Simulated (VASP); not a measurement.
Here is a VASP 6.6.1 calculation.

The input INCAR:

```
SYSTEM = ZrC
PREC = Accurate
ENCUT = 520
EDIFF = 1E-6
ISMEAR = 0
SIGMA = 0.05
LREAL = .False.
LASPH = .True.
NELM = 100
ALGO = Normal
ISIF = 2
LWAVE = .False.
LCHARG = .False.
GGA = PS
NBANDS = 15
```

KPOINTS

```
Automatic mesh
0
Gamma
  12 12 12
  0 0 0
```

The input POSCAR:

```
ZrC
1.0
    3.2729194810      0.0000000000      0.0000000000
   -1.6364597405      2.8344314151      0.0000000000
    0.0000000000      0.0000000000      2.9310467534
Zr C
1 1
Direct
    0.0000000000      0.0000000000      0.0000000000
    0.6666666667      0.3333333333      0.5000000000
```

Potentials or basis: VASP PAW PBE potentials, release 64 (Zr_sv, C).

The run is started by

```sh
$ cat potpaw_PBE.64/Zr_sv/POTCAR potpaw_PBE.64/C/POTCAR > POTCAR
$ mpirun -np 1 vasp_std > vasp.out
```

Question: What does it give for the pressure?

Answer: -4.7 GPa.

Question: Estimate the band gap on the k mesh.

Answer: Zero (band 8 reaches 9.13 eV, above the bottom of band 9 at 8.76 eV).

Stress tensor (GPa, compression positive):
```
-5.01  0.00  0.00
 0.00 -5.01  0.00
 0.00  0.00 -4.03
```

Caveat: the PAW data sets were made with another functional, which shifts forces and pressure a little.
